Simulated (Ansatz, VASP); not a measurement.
## One calculation of ScAgGe3, two programs

Contents of POSCAR:

```
ScAgGe3
1.0
    4.4358850188      0.0000000000      0.0000000000
    0.0000000000      4.4358850188      0.0000000000
    0.0000000000      0.0000000000      4.4358850188
Sc Ag Ge
1 1 3
Direct
    0.0000000000      0.0000000000      0.0000000000
    0.5000000000      0.5000000000      0.5000000000
    0.0000000000      0.5000000000      0.5000000000
    0.5000000000      0.0000000000      0.5000000000
    0.5000000000      0.5000000000      0.0000000000
```

The input INCAR.step1:

```
SYSTEM = ScAgGe3
  ALGO = Normal
  EDIFF = 1E-4
  ENCUT = 600
  GGA = PE
  ISMEAR = 0
  LASPH = .TRUE.
  LCHARG = .FALSE.
  LREAL = .FALSE.
  LWAVE = .TRUE.
  NELM = 80
  PREC = Accurate
  SIGMA = 0.1
```

INCAR.step2

```
SYSTEM = ScAgGe3
  ALGO = Normal
  EDIFF = 1E-6
  EDIFFG = -0.04
  ENCUT = 600
  IBRION = 2
  ISIF = 3
  ISMEAR = 0
  ISTART = 1
  LASPH = .TRUE.
  LCHARG = .FALSE.
  LMIXTAU = .TRUE.
  LREAL = .FALSE.
  LWAVE = .FALSE.
  METAGGA = R2SCAN
  NELM = 80
  NSW = 90
  PREC = Accurate
  SIGMA = 0.1
```

Contents of KPOINTS:

```
k-points
0
G
  4 4 4
  0 0 0
```

Input for Ansatz:

```yaml
crystal:
  lattice:
    - [4.4358850188, 0.0, 0.0]
    - [0.0, 4.4358850188, 0.0]
    - [0.0, 0.0, 4.4358850188]
  atoms:
    - { symbol: Sc, position: [0.0, 0.0, 0.0] }
    - { symbol: Ag, position: [0.5, 0.5, 0.5] }
    - { symbol: Ge, position: [0.0, 0.5, 0.5] }
    - { symbol: Ge, position: [0.5, 0.0, 0.5] }
    - { symbol: Ge, position: [0.5, 0.5, 0.0] }
basis:
  ecutwfc: 500
kpoints:
  mp_grid: { grid: [4, 4, 4] }
hamiltonian:
  xc: r2scan
scf:
  occupations: { method: gaussian, width: 0.1 }
  lower_state_search: "off"
output:
  forces: true
  stress: true
  eigenvalues: true
relax:
  adjacent_minimum: "off"
  f_tol: 0.04
  max_steps: 70
  cell: { stress_tol: 0.4 }
```

Alike in both runs: task relaxation of cell and atoms; functional r2SCAN; k mesh 4 × 4 × 4; occupations gaussian, width 0.1 eV; no spin polarisation.

```csv
,VASP,Ansatz
version,VASP 6.6.1,Ansatz 0.2.0
potentials or method,"VASP PAW PBE potentials, release 64 (Sc_sv, Ag, Ge_d), cutoff 600 eV","scalar-relativistic, plane waves, PAW"
valence electrons in the cell,64,72
```

VASP gave:

```
gap on the k mesh at the Fermi level, each at its own relaxed structure (eV) : none
relaxed volume (Å³/atom)                                                     : 23.71
relaxed cell length with the largest relative difference (Å)                 : 4.912
```

Question: What did Ansatz give for the same quantities?

Answer: gap on the k mesh at the Fermi level, each at its own relaxed structure (eV): none; relaxed volume (Å³/atom): 23.78; relaxed cell length with the largest relative difference (Å): 4.917.

VASP's potentials were made for PBE, not for r2SCAN. A gap of «none» marks a metal or a gap that the smearing closes. VASP's potentials hold 64 valence electrons a cell and Ansatz's 72, so a difference there can come from the potentials and not from the codes.

Noted on VASP's run: the volume moved by over 15 % at a fixed basis, so the end points are rough.
